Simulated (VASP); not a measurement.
NaOs2: single point with PBE

Crystal: NaOs2.

```xyz
6
Lattice="1.3802 -2.3906 0.0000 -4.1406 -2.3906 0.0000 0.0000 0.0000 -7.5798" Properties=species:S:1:pos:R:3 pbc="T T T"
Na   -2.7604   -4.7812   -7.5798
Na   -1.3802   -2.3906   -7.5798
Os   -2.7604   -3.1874   -2.7722
Os    0.0000   -3.1874   -2.7722
Os   -1.3802   -3.9843   -4.8076
Os    0.0000   -1.5937   -4.8076
```

```json
{"Program": "VASP 6.6.1", "Task": "single point", "Functional": "PBE", "Potentials or basis": "VASP PAW PBE potentials, release 64 (Na_pv, Os)", "Cutoff": "520 eV", "k mesh": "8 × 4 × 4", "Occupations": "gaussian, width 0.2 eV", "Spin": "no spin polarisation", "Dipole correction": "no", "Further INCAR settings": "ALGO = Fast; EDIFF = 1e-06; NBANDS = 32"}
```

```yaml
Pressure: -0.2 GPa
Largest_force: 0.153 eV/Å
Band_gap_on_the_k_mesh: zero (bands 23 and 24 overlap by 2.40 eV)
```

Forces on the atoms (eV/Å):
```
Na   0.000  0.000  0.000
Na   0.000  0.000  0.000
Os   0.011  0.007  0.153
Os   0.011  0.007  0.153
Os  -0.011 -0.007 -0.153
Os  -0.011 -0.007 -0.153
```

Stress tensor (GPa, compression positive):
```
-0.56  0.00  0.06
 0.00 -0.56  0.03
 0.06  0.03  0.67
```

Levels at points of the mesh, in eV from the Fermi level:
| k point | band 20 | band 21 | band 22 | band 23 | band 24 | band 25 | band 26 | band 27 |
| --- | --- | --- | --- | --- | --- | --- | --- | --- |
| (0.00, 0.00, 0.00) | -1.68 | -1.39 | -1.11 | -0.16 | -0.16 | 1.21 | 1.41 | 1.60 |
| (0.50, 0.00, 0.00) | -2.35 | -0.42 | -0.42 | 0.13 | 0.13 | 1.15 | 1.15 | 3.33 |
| (0.00, 0.50, 0.00) | -2.19 | -1.67 | -1.67 | -0.99 | -0.99 | 0.17 | 0.17 | 0.22 |
| (0.50, 0.50, 0.00) | -1.11 | 1.21 | 1.21 | 1.41 | 1.41 | 2.10 | 2.10 | 2.56 |
| (0.00, 0.00, 0.50) | -1.26 | -0.88 | -0.29 | -0.15 | -0.15 | 0.84 | 1.21 | 1.59 |
| (0.50, 0.00, 0.50) | -2.32 | -0.07 | -0.07 | -0.07 | -0.07 | 0.86 | 0.86 | 3.07 |
| (0.00, 0.50, 0.50) | -2.19 | -1.43 | -1.43 | -0.99 | -0.99 | -0.43 | -0.43 | 0.22 |
| (0.50, 0.50, 0.50) | -0.88 | 0.84 | 0.84 | 1.21 | 1.21 | 2.10 | 2.10 | 2.56 |

Wall time 75 s on 1 thread of Intel(R) Xeon(R) 6975P-C (Granite Rapids), on a shared host, peak memory 0.29 GiB.

Caveat: spin-orbit coupling is left out, which moves the levels of the heavy elements.
